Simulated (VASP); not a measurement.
# TiB2 in VASP: a series of runs

TiB2 is run at these levels: PBEsol; tasks: single point.

Program: VASP 6.6.1. These are calculated values, not measurements. Logs are shortened: lines on timing, memory, paths and dates and some standing lists are left out, and cuts for length are marked.

## (1) The cell of the first run

The structure is hexagonal, space group P6/mmm (No. 191). Conventional cell: a = 3.029 Å, b = 3.029 Å, c = 3.228 Å, α = 90.00°, β = 90.00°, γ = 120.00°. Ti (site symmetry 6/mmm) has 12 B at 2.38 Å and 6 Ti at 3.03 Å within 3.1 Å. Within 2.4 Å of B (site symmetry -6m2) lie 3 B at 1.75 Å and 6 Ti at 2.38 Å.

## (2) Single point, PBEsol

Input file INCAR:

```
PREC = Accurate
ENCUT = 520
EDIFF = 1E-7
ISMEAR = -1
SIGMA = 0.1
LREAL = False
LASPH = True
NELM = 60
ALGO = Normal
ISIF = 2
LWAVE = False
LCHARG = True
GGA = PS
LELF = True
LVHAR = True
NBANDS = 16
```

Input file KPOINTS:

```
regular mesh
0
Gamma
  13 13 11
```

Input file POSCAR:

```
TiB2
1.0
    3.0292000000      0.0000000000      0.0000000000
   -1.5146000000      2.6233640000      0.0000000000
    0.0000000000      0.0000000000      3.2284000000
Ti B
1 2
Direct
    0.0000000000      0.0000000000      0.0000000000
    0.3333333333      0.6666666667      0.5000000000
    0.6666666667      0.3333333333      0.5000000000
```

Potentials or basis: VASP PAW PBE potentials, release 64 (Ti_sv, B).

Run with:

```bash
cat potpaw_PBE.64/Ti_sv/POTCAR potpaw_PBE.64/B/POTCAR > POTCAR
mpirun -np 1 vasp_std > vasp.out
```

OUTCAR:

```text
PREC = Accurate
   ENCUT = 520
   EDIFF = 1E-7
   ISMEAR = -1
   LREAL = False
   LASPH = True
   NELM = 60
   ISIF = 2
   GGA = PS

 ion  position               nearest neighbor table
   1  0.000  0.000  0.000-   2 2.38   2 2.38   3 2.38   3 2.38   2 2.38   3 2.38   2 2.38   3 2.38
                             3 2.38   3 2.38   2 2.38   2 2.38
   2  0.333  0.667  0.500-   3 1.75   3 1.75   3 1.75   1 2.38   1 2.38   1 2.38   1 2.38   1 2.38
                             1 2.38
   3  0.667  0.333  0.500-   2 1.75   2 1.75   2 1.75   1 2.38   1 2.38   1 2.38   1 2.38   1 2.38
                             1 2.38

  LATTYP: Found a hexagonal cell.
 ALAT       =     3.0292000000
 C/A-ratio  =     1.0657599366

  Lattice vectors:

 A1 = (   3.0292000000,   0.0000000000,   0.0000000000)
 A2 = (  -1.5146000000,   2.6233640000,   0.0000000000)
 A3 = (   0.0000000000,   0.0000000000,   3.2284000000)

Analysis of symmetry for initial positions (statically):
=====================================================================
 Subroutine PRICEL returns:
 Original cell was already a primitive cell.

 Routine SETGRP: Setting up the symmetry group for a
 hexagonal supercell.

 Subroutine GETGRP returns: Found 24 space group operations
 (whereof 24 operations were pure point group operations)
 out of a pool of 24 trial point group operations.

The static configuration has the point symmetry D_6h.

Analysis of symmetry for dynamics (positions and initial velocities):
=====================================================================
 Subroutine PRICEL returns:
 Original cell was already a primitive cell.

 Routine SETGRP: Setting up the symmetry group for a
 hexagonal supercell.

 Subroutine GETGRP returns: Found 24 space group operations
 (whereof 24 operations were pure point group operations)
 out of a pool of 24 trial point group operations.

The dynamic configuration has the point symmetry D_6h.

 Subroutine INISYM returns: Found 24 space group operations
 (whereof 24 operations are pure point group operations),
 and found     1 'primitive' translations

----------------------------------------------------------------------------------------
[... 85 lines left out ...]
 SYSTEM =  unknown system
   PREC   = accura    normal or accurate (medium, high low for compatibility)
   ISTART =      0    job   : 0-new  1-cont  2-samecut
   ICHARG =      2    charge: 1-file 2-atom 10-const
   ISPIN  =      1    spin polarized calculation?
   LNONCOLLINEAR =      F non collinear calculations
   LSORBIT =      F    spin-orbit coupling
   LASPH  =      T    aspherical Exc in radial PAW
   ENCUT  =  520.0 eV  38.22 Ry    6.18 a.u.   5.63  5.63  6.00*2*pi/ulx,y,z
   NELM   =     60;   NELMIN=  2; NELMDL= -5     # of ELM steps
   EDIFF  = 0.1E-06   stopping-criterion for ELM
   LREAL  =      F    real-space projection
   EDIFFG = 0.1E-05   stopping-criterion for IOM
   NSW    =      0    number of steps for IOM
   IBRION =     -1    ionic relax: 0-MD 1-quasi-New 2-CG
   NFREE  =      0    steps in history (QN), initial steepest desc. (CG)
   ISIF   =      2    stress and relaxation
   ISYM   =      2    0-nonsym 1-usesym 2-fastsym
   POTIM  = 0.5000    time-step for ionic-motion
   TEBEG  =    0.0;   TEEND  =   0.0 temperature during run
   PSTRESS=    0.0 pullay stress
   NELECT =      18.0000    total number of electrons
   NUPDOWN=      -1.0000    fix difference up-down
   EMIN   =  10.00;   EMAX   =-10.00  energy-range for DOS
   EFERMI =   0.00;   METHOD = LEGACY
   ISMEAR =    -1;   SIGMA  =   0.10  broadening in eV -4-tet -1-fermi 0-gaus
   EFERMI_NEDOS =   21; number of points for ismear=-14 and -15
   IALGO  =     38    algorithm
   IMIX   =      4    mixing-type and parameters
     AMIX     =   0.40;   BMIX     =  1.00
     AMIX_MAG =   1.60;   BMIX_MAG =  1.00
  volume/ion in A,a.u.               =       8.55        57.71
  Fermi-wavevector in a.u.,A,eV,Ry     =   1.454703  2.748990 28.792123  2.116161
  Thomas-Fermi vector in A             =   2.571823
   LORBIT       =      0    0 simple, 1 ext, 2 COOP (PROOUT), +10 PAW based schemes
   GGA     = PS    functional components
   LHFCALC =     F    Hartree Fock is set to
   AEXX    =    0.0000 exact exchange contribution
   IVDW    =     0    specifies the selected vdW correction
   LEPSILON=     F    determine dielectric tensor
   LRPA    =     F    only Hartree local field effects (RPA)
 non-spin polarized calculation
  energy-cutoff  :      520.00
  volume of cell :       25.66
 maximum number of plane-waves:       721
 NGX is ok and might be reduce to    24
   NGX = 11   NGY = 11   NGZ = 13

 number of electron      18.0000002 magnetization

 Free energy of the ion-electron system (eV)
  ---------------------------------------------------
  ext. energy  EPLUGINS =         0.00000000
  ---------------------------------------------------
  free energy    TOTEN  =       -25.78981864 eV

  energy without entropy =      -25.77773845  energy(sigma->0) =      -25.78377854

 E-fermi :   9.9172     XC(G=0): -12.8719

 val. band max:        9.9131655648   @ k =   0.0769   0.0000   0.2727
 cond. band min:       9.9394830819   @ k =   0.0769   0.0000   0.3636
 fundamental gap:      0.0263175170
 Fermi energy:         9.9171559376

 k-point     1 :       0.0000    0.0000    0.0000
  band No.  band energies     occupation
      1     -46.7930      2.00000
      2     -23.2531      2.00000
      3     -22.9314      2.00000
      4     -22.9314      2.00000
      5      -3.5629      2.00000
      6       7.3139      2.00000
[... 433 lines left out ...]
      3     -23.0210      2.00000
      4     -22.9507      2.00000
      5      -3.0102      2.00000
      6       6.1693      2.00000
[... 8 lines left out ...]
     15      17.7854      0.00000
     16      17.9425      0.00000

 [... further k-points ...]
[... 5 lines left out ...]
  --------------------------------------------------------------------------------------
  -------------------------------------------------------------------------------------
  Total       -0.6058713     -0.6058712     -1.0740038      0.0000000      0.0000000     -0.0000000
  in kB      -37.8370370    -37.8370326    -67.0722032      0.0000000      0.0000000     -0.0000000
  external PRESSURE =     -47.5820909 kB  Pullay stress =       0.0000000 kB

 VOLUME and BASIS-vectors are now :
 -----------------------------------------------------------------------------
  energy-cutoff  :      520.00
  volume of cell :       25.66
      direct lattice vectors                 reciprocal lattice vectors
     3.029200000  0.000000000  0.000000000     0.330120164  0.190594977  0.000000000
    -1.514600000  2.623364000  0.000000000     0.000000000  0.381189953  0.000000000
     0.000000000  0.000000000  3.228400000     0.000000000  0.000000000  0.309750960

 POSITION                                       TOTAL-FORCE (eV/Angst)
 -----------------------------------------------------------------------------------
      0.00000      0.00000      0.00000        -0.000000      0.000000     -0.000000
     -0.00000      1.74891      1.61420         0.000000     -0.000000     -0.000000
      1.51460      0.87445      1.61420        -0.000000      0.000000      0.000000
 -----------------------------------------------------------------------------------
    total drift:                               -0.000000      0.000000      0.000000

  FREE ENERGIE OF THE ION-ELECTRON SYSTEM (eV)
  ---------------------------------------------------
  free  energy   TOTEN  =       -25.7898186417 eV

  energy  without entropy=      -25.7777384462  energy(sigma->0) =      -25.78377854
```

It took 23 s on 1 thread of AMD EPYC 9R45 (Zen 5), shared host; peak memory 0.14 GiB.

Results:

```yaml
Free_energy: -25.7898 eV
Pressure: -4.8 GPa
Band_gap_on_the_k_mesh: zero (bands 9 and 10 overlap by 0.72 eV)
```

Levels at points of the mesh, in eV from the Fermi level:
| k point | band 5 | band 6 | band 7 | band 8 | band 9 | band 10 | band 11 | band 12 | band 13 | band 14 |
| --- | --- | --- | --- | --- | --- | --- | --- | --- | --- | --- |
| (0.00, 0.00, 0.00) | -13.48 | -2.60 | -2.60 | -2.32 | -2.16 | 1.88 | 1.88 | 3.67 | 3.67 | 5.76 |

Caveat: the cell stands under tension; the PAW data sets were made with another functional, which shifts forces and pressure a little.

## (3) Single point, PBEsol

Input file INCAR:

```
SYSTEM = TiB2
  PREC = Accurate
  ENCUT = 520
  EDIFF = 1E-6
  ISMEAR = -1
  SIGMA = 0.1
  LREAL = .False.
  LASPH = .True.
  NELM = 60
  ALGO = Normal
  ISIF = 2
  LWAVE = .False.
  LCHARG = .False.
  GGA = PS
  NBANDS = 16
```

Input file KPOINTS:

```
Automatic mesh
0
Gamma
  13 13 11
  0 0 0
```

Input file POSCAR:

```
TiB2
1.0
    3.0292000000     -0.0227190000     -0.0227190000
   -1.5342752300      2.6347235000     -0.0083157300
   -0.0242130000     -0.0242130000      3.2284000000
Ti B
1 2
Direct
    0.0000000000      0.0000000000      0.0000000000
    0.3333333333      0.6666666667      0.5000000000
    0.6666666667      0.3333333333      0.5000000000
```

Potentials or basis: VASP PAW PBE potentials, release 64 (Ti_sv, B).

Run with:

```bash
cat potpaw_PBE.64/Ti_sv/POTCAR potpaw_PBE.64/B/POTCAR > POTCAR
mpirun -np 1 vasp_std > vasp.out
```

OUTCAR:

```text
SYSTEM = TiB2
   PREC = Accurate
   ENCUT = 520
   EDIFF = 1E-6
   ISMEAR = -1
   LREAL = .False.
   LASPH = .True.
   NELM = 60
   ISIF = 2
   GGA = PS

 ion  position               nearest neighbor table
   1  0.000  0.000  0.000-   3 2.35   2 2.35   3 2.36   2 2.36   2 2.38   3 2.38   2 2.39   3 2.39
                             2 2.40   3 2.40   3 2.40   2 2.40
   2  0.333  0.667  0.500-   3 1.74   3 1.75   3 1.76   1 2.35   1 2.36   1 2.38   1 2.39   1 2.40
                             1 2.40
   3  0.667  0.333  0.500-   2 1.74   2 1.75   2 1.76   1 2.35   1 2.36   1 2.38   1 2.39   1 2.40
                             1 2.40

  LATTYP: Found a triclinic cell.
 ALAT       =     3.0097060871
 B/A-ratio  =     1.0065336282
 C/A-ratio  =     1.0727232158
 COS(alpha) =     0.0149420690
 COS(beta)  =     0.0205446046
 COS(gamma) =     0.4902420570

  Lattice vectors:

 A1 = (   1.4949247700,   2.6120045000,  -0.0310347300)
 A2 = (   3.0292000000,  -0.0227190000,  -0.0227190000)
 A3 = (   0.0242130000,   0.0242130000,  -3.2284000000)

Analysis of symmetry for initial positions (statically):
=====================================================================
 Subroutine PRICEL returns:
 Original cell was already a primitive cell.
[... 167 lines left out ...]
  free energy    TOTEN  =       -25.77503884 eV

  energy without entropy =      -25.76292307  energy(sigma->0) =      -25.76898096

 E-fermi :   9.9155     XC(G=0): -12.8723

 val. band max:        9.9049535703   @ k =  -0.0769   0.0769   0.2727
 cond. band min:       9.9190968214   @ k =  -0.2308   0.4615   0.0000
 fundamental gap:      0.0141432511
 Fermi energy:         9.9155489237

 k-point     1 :       0.0000    0.0000    0.0000
  band No.  band energies     occupation
      1     -46.7900      2.00000
      2     -23.2505      2.00000
      3     -22.9400      2.00000
      4     -22.9168      2.00000
      5      -3.5614      2.00000
      6       7.2394      2.00000
[... 433 lines left out ...]
      3     -23.1915      2.00000
      4     -23.0399      2.00000
      5      -1.5022      2.00000
      6       3.7884      2.00000
[... 8 lines left out ...]
     15      18.0693      0.00000
     16      19.2205      0.00000

 [... further k-points ...]
[... 5 lines left out ...]
  --------------------------------------------------------------------------------------
  -------------------------------------------------------------------------------------
  Total       -0.5655628     -0.5711486     -1.0274345      0.7274861      0.6305693      0.6307968
  in kB      -35.3257377    -35.6746321    -64.1748061     45.4396605     39.3861200     39.4003340
  external PRESSURE =     -45.0583920 kB  Pullay stress =       0.0000000 kB

 VOLUME and BASIS-vectors are now :
 -----------------------------------------------------------------------------
  energy-cutoff  :      520.00
  volume of cell :       25.65
      direct lattice vectors                 reciprocal lattice vectors
     3.029200000 -0.022719000 -0.022719000     0.331598015  0.193111477  0.003935321
    -1.534275230  2.634723500 -0.008315730     0.002880855  0.381233166  0.002880855
    -0.024213000 -0.024213000  3.228400000     0.002340953  0.002340953  0.309786075

 POSITION                                       TOTAL-FORCE (eV/Angst)
 -----------------------------------------------------------------------------------
      0.00000      0.00000      0.00000         0.000000      0.000000      0.000000
     -0.02522      1.73680      1.60108         0.051847      0.003269     -0.002725
      1.49594      0.85099      1.59628        -0.051847     -0.003269      0.002725
 -----------------------------------------------------------------------------------
    total drift:                               -0.000000      0.000000      0.000000

  FREE ENERGIE OF THE ION-ELECTRON SYSTEM (eV)
  ---------------------------------------------------
  free  energy   TOTEN  =       -25.7750388448 eV

  energy  without entropy=      -25.7629230660  energy(sigma->0) =      -25.76898096
```

It took 2.8 min on 1 thread of AMD EPYC 9R45 (Zen 5), shared host; peak memory 0.42 GiB.

What came out:

```
Free energy            : -25.7750 eV
Pressure               : -4.5 GPa
Largest force          : 0.052 eV/Å
Band gap on the k mesh : zero (bands 9 and 10 overlap by 0.74 eV)
```

Forces on the atoms (eV/Å):
```
Ti   0.000  0.000  0.000
B    0.052  0.003 -0.003
B   -0.052 -0.003  0.003
```

Stress tensor (GPa, compression positive):
```
-3.53  4.54  3.94
 4.54 -3.57  3.94
 3.94  3.94 -6.42
```

Caveat: the cell stands under tension; the PAW data sets were made with another functional, which shifts forces and pressure a little.

## (4) Single point, PBEsol

Input file INCAR:

```
SYSTEM = TiB2
  ALGO = Normal
  EDIFF = 1E-7
  ENCUT = 520
  GGA = PS
  ISIF = 2
  ISMEAR = -1
  LASPH = .TRUE.
  LCHARG = .FALSE.
  LREAL = .FALSE.
  LWAVE = .FALSE.
  NBANDS = 16
  NELM = 100
  PREC = Accurate
  SIGMA = 0.1
```

Input file KPOINTS:

```
k-points
0
G
  13 13 11
  0 0 0
```

Input file POSCAR:

```
TiB2
1.0
    3.0292000000      0.0227190000      0.0227190000
   -1.4949247700      2.6120045000      0.0083157300
    0.0242130000      0.0242130000      3.2284000000
Ti B
1 2
Direct
    0.0000000000      0.0000000000      0.0000000000
    0.3333333333      0.6666666667      0.5000000000
    0.6666666667      0.3333333333      0.5000000000
```

Run with:

```bash
cat potpaw_PBE.64/Ti_sv/POTCAR potpaw_PBE.64/B/POTCAR > POTCAR
mpirun -np 1 vasp_std > vasp.out
```

It took 2.7 min on 1 thread of AMD EPYC 9R45 (Zen 5), shared host; peak memory 0.42 GiB.

The run converged. Its results:

- Free energy: -25.7756 eV
- Pressure: -4.6 GPa
- Largest force: 0.056 eV/Å
- Band gap on the k mesh: zero (bands 9 and 10 overlap by 0.69 eV)

Forces on the atoms (eV/Å):
```
Ti   0.000  0.000  0.000
B   -0.056  0.003 -0.002
B    0.056 -0.003  0.002
```

Stress tensor (GPa, compression positive):
```
-3.59 -4.38 -3.78
-4.38 -3.62 -3.78
-3.78 -3.78 -6.48
```

Levels at points of the mesh, in eV from the Fermi level:
```tsv
k point	band 5	band 6	band 7	band 8	band 9	band 10	band 11	band 12	band 13	band 14
(0.00, 0.00, 0.00)	-13.48	-2.67	-2.53	-2.31	-2.15	1.86	1.90	3.65	3.71	5.63
```

Caveat: the cell stands under tension; the PAW data sets were made with another functional, which shifts forces and pressure a little.

## (5) The runs side by side

```csv
cell,gap on the mesh (eV),pressure (GPa),largest force (eV/Å)
"a = 3.029, b = 3.029, c = 3.228 Å, angles 90.0, 90.0, 120.0°, 3 atoms",none,-4.8,-
"a = 3.029, b = 3.049, c = 3.229 Å, angles 90.3, 90.9, 120.6°, 3 atoms",none,-4.5,0.05
"a = 3.029, b = 3.010, c = 3.229 Å, angles 89.7, 89.1, 119.4°, 3 atoms",none,-4.6,0.06
```

Alike in all rows: task single point; level PBEsol; potentials or basis VASP PAW PBE potentials, release 64 (Ti_sv, B); no spin polarisation; k mesh 13 × 13 × 11; cutoff (eV) 520; smearing fermi-dirac 0.1 eV.

Caveats: the cell stands under tension; the PAW data sets were made with another functional, which shifts forces and pressure a little.

Total energies depend on the potentials used, so only differences within one code and one set of settings carry meaning.

The gap in the log of VASP goes by the Fermi energy; the results here count the filled bands.